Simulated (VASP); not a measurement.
Write the native input for VASP 6.6.1 that does the following.

* Task: single point
* Functional: PBEsol
* Potentials or basis: VASP PAW PBE potentials, release 64 (Fe, Ni)
* Cutoff: 520 eV
* k mesh: 10 × 10 × 10
* Occupations: fermi-dirac, width 0.05 eV
* Spin: collinear spin, ferromagnetic start
* Starting moments: [2.8, 0.7, 0.7, 0.7] μB
* Dipole correction: no
* Further INCAR settings: ALGO = Normal; EDIFF = 1e-06; NBANDS = 31

The structure of FeNi3 lies in POSCAR:

```
FeNi3
1.0
    3.4880554672      0.0000000000      0.0000000000
    0.0000000000      3.4880554672      0.0000000000
    0.0000000000      0.0000000000      3.4880554672
Fe Ni
1 3
Direct
    0.0000000000      0.0000000000      0.0000000000
    0.0000000000      0.5000000000      0.5000000000
    0.5000000000      0.0000000000      0.5000000000
    0.5000000000      0.5000000000      0.0000000000
```

These files were run (other wordings do the same):

INCAR

```
PREC = Accurate
ENCUT = 520
EDIFF = 1E-6
ISMEAR = -1
SIGMA = 0.05
LREAL = F
LASPH = T
NELM = 150
ALGO = Normal
ISIF = 2
LWAVE = F
LCHARG = F
ISPIN = 2
MAGMOM = 2.8 0.7 0.7 0.7
LORBIT = 11
LMAXMIX = 4
GGA = PS
NBANDS = 31
```

KPOINTS

```
regular mesh
0
Gamma
  10 10 10
```

Potentials or basis: VASP PAW PBE potentials, release 64 (Fe, Ni).

Launch:

```bash
$ cat potpaw_PBE.64/Fe/POTCAR potpaw_PBE.64/Ni/POTCAR > POTCAR
$ mpirun -np 1 vasp_std > vasp.out
```

Results of the run:

```yaml
Pressure: -0.1 GPa
Net_moment: 4.69 μB per cell
Site_moments: Fe +2.83; Ni +0.62 μB
Valence_electrons_inside_the_program's_atomic_spheres: Fe 7.19; Ni 9.43
```

Caveat: the PAW data sets were made with another functional, which shifts forces and pressure a little.

Run time: 3.4 min on 1 thread of Intel(R) Xeon(R) Platinum 8175M CPU @ 2.50GHz (Skylake/Cascade Lake), with other jobs on the host, peak memory 0.25 GiB.
